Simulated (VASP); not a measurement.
# SiW4 (Cmmm) in VASP: a series of runs, part 2 of 2

VASP 6.6.1.

**3. Single point, PBE**

This run uses another cell than the first one, of 17.12 Å³/atom.

INCAR

```
SYSTEM = SiW4
ALGO     = Fast           ! electronic algorithm
EDIFF    = 1E-7           ! SCF threshold, eV
ENCUT    = 520            ! plane-wave cutoff, eV
GGA      = PE             ! functional
ISIF     = 2              ! what is computed and relaxed
ISMEAR   = 0              ! smearing method
LASPH    = .True.         ! aspherical terms in the spheres
LCHARG   = .False.        ! write CHGCAR
LREAL    = .False.        ! projectors in reciprocal space
LWAVE    = .False.        ! write WAVECAR
NBANDS   = 38             ! bands
NELM     = 80             ! most SCF steps
PREC     = Accurate       ! precision mode
SIGMA    = 0.1            ! smearing width, eV
```

KPOINTS

```
k-points
0
Gamma
  8 8 14
  0 0 0
```

POSCAR

```
SiW4
1.0
    3.6385179637     -4.0720490149      0.0000000000
    3.6385179637      4.0720490149      0.0000000000
    0.0000000000      0.0000000000      2.8887245621
Si W
1 4
Direct
    0.0000000000      0.0000000000      0.0000000000
    0.7503596378      0.2496403622      0.5000000000
    0.2496403622      0.7503596378      0.5000000000
    0.3303680856      0.3303680856      0.0000000000
    0.6696319144      0.6696319144      0.0000000000
```

Potentials or basis: VASP PAW PBE potentials, release 64 (Si, W_sv).

On the command line:

```sh
$ cat potpaw_PBE.64/Si/POTCAR potpaw_PBE.64/W_sv/POTCAR > POTCAR
$ mpirun -np 1 vasp_std > vasp.out
```

OUTCAR:

```text
SYSTEM = SiW4
   EDIFF = 1E-7
   ENCUT = 520
   GGA = PE
   ISIF = 2
   ISMEAR = 0
   LASPH = .True.
   LREAL = .False.
   NELM = 80
   PREC = Accurate

 ion  position               nearest neighbor table
   1  0.000  0.000  0.000-   4 2.40   5 2.40   2 2.49   3 2.49   2 2.49   3 2.49
   2  0.750  0.250  0.500-   1 2.49   1 2.49   5 2.79   4 2.79   4 2.79   5 2.79   4 3.46   4 3.46
                             5 3.46   5 3.46
   3  0.250  0.750  0.500-   1 2.49   1 2.49   5 2.79   4 2.79   4 2.79   5 2.79   4 3.46   4 3.46
                             5 3.46   5 3.46
   4  0.330  0.330  0.000-   1 2.40   5 2.47   3 2.79   2 2.79   2 2.79   3 2.79   3 3.46   3 3.46
                             2 3.46   2 3.46
   5  0.670  0.670  0.000-   1 2.40   4 2.47   3 2.79   2 2.79   2 2.79   3 2.79   2 3.46   2 3.46
                             3 3.46   3 3.46

  LATTYP: Found a base centered orthorhombic cell.
 ALAT       =     7.2770359274
 B/A-ratio  =     1.1191504496
 C/A-ratio  =     0.3969644497

  Lattice vectors:

 A1 = (   3.6385179637,  -4.0720490149,   0.0000000000)
 A2 = (   3.6385179637,   4.0720490149,   0.0000000000)
 A3 = (   0.0000000000,   0.0000000000,   2.8887245621)

Analysis of symmetry for initial positions (statically):
=====================================================================
 Subroutine PRICEL returns:
 Original cell was already a primitive cell.

 Routine SETGRP: Setting up the symmetry group for a
 base centered orthorhombic supercell.

 Subroutine GETGRP returns: Found  8 space group operations
 (whereof  8 operations were pure point group operations)
 out of a pool of  8 trial point group operations.

The static configuration has the point symmetry D_2h.

Analysis of symmetry for dynamics (positions and initial velocities):
=====================================================================
 Subroutine PRICEL returns:
 Original cell was already a primitive cell.

[... 134 lines left out ...]
  volume/ion in A,a.u.               =      17.12       115.53
  Fermi-wavevector in a.u.,A,eV,Ry     =   1.454233  2.748102 28.773519  2.114794
  Thomas-Fermi vector in A             =   2.571408
   LORBIT       =      0    0 simple, 1 ext, 2 COOP (PROOUT), +10 PAW based schemes
   GGA     = PE    functional components
   LHFCALC =     F    Hartree Fock is set to
   AEXX    =    0.0000 exact exchange contribution
   IVDW    =     0    specifies the selected vdW correction
   LEPSILON=     F    determine dielectric tensor
   LRPA    =     F    only Hartree local field effects (RPA)
 non-spin polarized calculation
 RMM-DIIS sequential band-by-band and
 Gauss-broadening in eV      SIGMA  =   0.10
  energy-cutoff  :      520.00
  volume of cell :       85.60
 maximum number of plane-waves:      2329
 NGX is ok and might be reduce to    42
   NGX = 21   NGY = 21   NGZ = 11

 number of electron      60.0000003 magnetization

 Free energy of the ion-electron system (eV)
  ---------------------------------------------------
  ext. energy  EPLUGINS =         0.00000000
  ---------------------------------------------------
  free energy    TOTEN  =       -53.60872474 eV

  energy without entropy =      -53.59076899  energy(sigma->0) =      -53.59974687

 E-fermi :   9.4466     XC(G=0): -12.5591

 val. band max:        9.4459947541   @ k =   0.1250  -0.0000   0.3571
 cond. band min:       9.4603283649   @ k =  -0.2500   0.2500   0.5000
 fundamental gap:      0.0143336108
 Fermi energy:         9.4466303412

 k-point     1 :       0.0000    0.0000    0.0000
  band No.  band energies     occupation
      1     -64.4319      2.00000
      2     -64.4025      2.00000
      3     -64.3179      2.00000
      4     -64.2454      2.00000
      5     -29.3501      2.00000
      6     -28.9659      2.00000
[... 973 lines left out ...]
     37      12.6912      0.00000
     38      12.8956      0.00000

 [... further k-points ...]

------------------------ aborting loop because EDIFF is reached ----------------------------------------

  FORCE on cell =-STRESS in cart. coord.  units (eV):
  Direction    XX          YY          ZZ          XY          YZ          ZX
  --------------------------------------------------------------------------------------
  -------------------------------------------------------------------------------------
  Total        0.2651084      0.1518350      0.1721503     -0.0000000      0.0000000      0.0000000
  in kB        4.9620422      2.8419006      3.2221426     -0.0000000      0.0000000      0.0000000
  external PRESSURE =       3.6753618 kB  Pullay stress =       0.0000000 kB

 VOLUME and BASIS-vectors are now :
 -----------------------------------------------------------------------------
  energy-cutoff  :      520.00
  volume of cell :       85.60
      direct lattice vectors                 reciprocal lattice vectors
     3.638517964 -4.072049015  0.000000000     0.137418588 -0.122788306  0.000000000
     3.638517964  4.072049015  0.000000000     0.137418588  0.122788306  0.000000000
     0.000000000  0.000000000  2.888724562     0.000000000  0.000000000  0.346173537

 POSITION                                       TOTAL-FORCE (eV/Angst)
 -----------------------------------------------------------------------------------
      0.00000      0.00000      0.00000         0.000000     -0.000000      0.000000
      3.63852     -2.03895      1.44436         0.000000     -0.016794      0.000000
      3.63852      2.03895      1.44436         0.000000      0.016794      0.000000
      2.40410      0.00000      0.00000        -0.069238      0.000000      0.000000
      4.87294      0.00000      0.00000         0.069238      0.000000     -0.000000
 -----------------------------------------------------------------------------------
    total drift:                               -0.000000     -0.000000     -0.000000

  FREE ENERGIE OF THE ION-ELECTRON SYSTEM (eV)
  ---------------------------------------------------
  free  energy   TOTEN  =       -53.6087247426 eV

  energy  without entropy=      -53.5907689920  energy(sigma->0) =      -53.59974687
```

stdout:

```text
POSCAR found type information on POSCAR SiW
 POSCAR found :  2 types and       5 ions
 scaLAPACK will be used
 LDA part: xc-table for (Slater+PW92), standard interpolation
 POSCAR, INCAR and KPOINTS ok, starting setup
 FFT: planning ... GRIDC
 FFT: planning ... GRID_SOFT
 FFT: planning ... GRID
 WAVECAR not read
 entering main loop
WARNING in EDDRMM: call to ZHEGV failed, returncode =   6  3     36
WARNING in EDDRMM: call to ZHEGV failed, returncode =   8  4     34
WARNING in EDDRMM: call to ZHEGV failed, returncode =   8  4     35
```

Run time: 16 min. Hardware: 1 thread of Intel Xeon 8259CL, shared host; peak memory 0.51 GiB.

Results:

| Property | Result |
| --- | --- |
| Free energy | -53.6087 eV |
| Pressure | 0.4 GPa |
| Largest force | 0.069 eV/Å |
| Band gap on the k mesh | zero (bands 30 and 31 overlap by 0.80 eV) |

Forces on the atoms (eV/Å):
```
Si   0.000  0.000  0.000
W    0.000 -0.017  0.000
W    0.000  0.017  0.000
W   -0.069  0.000  0.000
W    0.069  0.000  0.000
```

Caveat: spin-orbit coupling is left out, which moves the levels of the heavy elements.
